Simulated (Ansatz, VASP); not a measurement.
**Two plane-wave programs on AgBi**

INCAR

```
SYSTEM = AgBi
PREC     = Accurate       ! precision mode
ENCUT    = 520            ! plane-wave cutoff, eV
EDIFF    = 1E-7           ! SCF threshold, eV
ISMEAR   = 0              ! smearing method
SIGMA    = 0.1            ! smearing width, eV
LREAL    = .False.        ! projectors in reciprocal space
LASPH    = .True.         ! aspherical terms in the spheres
NELM     = 100            ! most SCF steps
ALGO     = Fast           ! electronic algorithm
ISIF     = 2              ! what is computed and relaxed
LWAVE    = .False.        ! write WAVECAR
LCHARG   = .False.        ! write CHGCAR
GGA      = PE             ! functional
NBANDS   = 20             ! bands
```

The input KPOINTS:

```
regular mesh
0
Gamma
  6 6 6
  0 0 0
```

File POSCAR:

```
AgBi
1.0
    0.0000000000      2.9451628084      2.9451628084
    2.9451628084      0.0000000000      2.9451628084
    2.9451628084      2.9451628084      0.0000000000
Ag Bi
1 1
Direct
    0.0000000000      0.0000000000      0.0000000000
    0.5000000000      0.5000000000      0.5000000000
```

Input for Ansatz:

```yaml
crystal:
  lattice:
    - [0.0, 2.9451628084, 2.9451628084]
    - [2.9451628084, 0.0, 2.9451628084]
    - [2.9451628084, 2.9451628084, 0.0]
  atoms:
    - { symbol: Ag, position: [0.0, 0.0, 0.0] }
    - { symbol: Bi, position: [0.5, 0.5, 0.5] }
basis:
  ecutwfc: 420
kpoints:
  mp_grid: { grid: [6, 6, 6] }
hamiltonian:
  xc: pbe
scf:
  occupations: { method: gaussian, width: 0.1 }
  lower_state_search: "off"
output:
  forces: true
  stress: true
  eigenvalues: true
```

Alike in both runs: task single point; functional PBE; k mesh 6 × 6 × 6; occupations gaussian, width 0.1 eV; no spin polarisation.

|  | VASP | Ansatz |
| --- | --- | --- |
| version | VASP 6.6.1 | Ansatz 0.2.0 |
| potentials or method | VASP PAW PBE potentials, release 64 (Ag, Bi_d), cutoff 520 eV | scalar-relativistic, plane waves, PAW |
| valence electrons in the cell | 26 | 34 |

|  | VASP | Ansatz | Ansatz less VASP |
| --- | --- | --- | --- |
| gap on the k mesh at the Fermi level (eV) | none | none | - |
| pressure (GPa) | 2.2 | 2.2 | +0.06 |

A gap of «none» marks a metal or a gap that the smearing closes. VASP's potentials hold 26 valence electrons a cell and Ansatz's 34, so a difference there can come from the potentials and not from the codes.

Spin-orbit coupling is off throughout.
